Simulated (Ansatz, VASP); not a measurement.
H5Pt: VASP beside Ansatz

```
CELL_PARAMETERS angstrom
3.44619 0.00000 0.00000
-1.72310 2.98449 0.00000
0.00000 0.00000 5.85931
ATOMIC_POSITIONS crystal
H 0.50000 0.00000 0.00000
H 0.00000 0.50000 0.00000
H 0.50000 0.50000 0.00000
H 0.33333 0.66667 0.50000
H 0.66667 0.33333 0.50000
Pt 0.00000 0.00000 0.00000
```

Alike in both runs: functional PBE; k mesh 12 × 12 × 8; occupations gaussian, width 0.1 eV; no spin polarisation.

Ansatz relaxed the structure, and its values are those at the end. VASP's run is a single point on that final structure, the one shown.

|  | VASP | Ansatz |
| --- | --- | --- |
| version | VASP 6.6.1 | Ansatz 0.2.0 |
| potentials or method | VASP PAW PBE potentials, release 64 (H, Pt), cutoff 520 eV | scalar-relativistic, plane waves, PAW |
| valence electrons in the cell | 15 | 23 |

```csv
,VASP,Ansatz,Ansatz less VASP
gap on the k mesh at the Fermi level (eV),none,none,-
pressure (GPa),0.1,0.0,-0.05
```

A gap of «none» marks a metal or a gap that the smearing closes. The functional is the same, so the differences come from potentials, cutoffs and numerics. VASP's potentials hold 15 valence electrons a cell and Ansatz's 23, so a difference there can come from the potentials and not from the codes.

Spin-orbit coupling is off throughout.
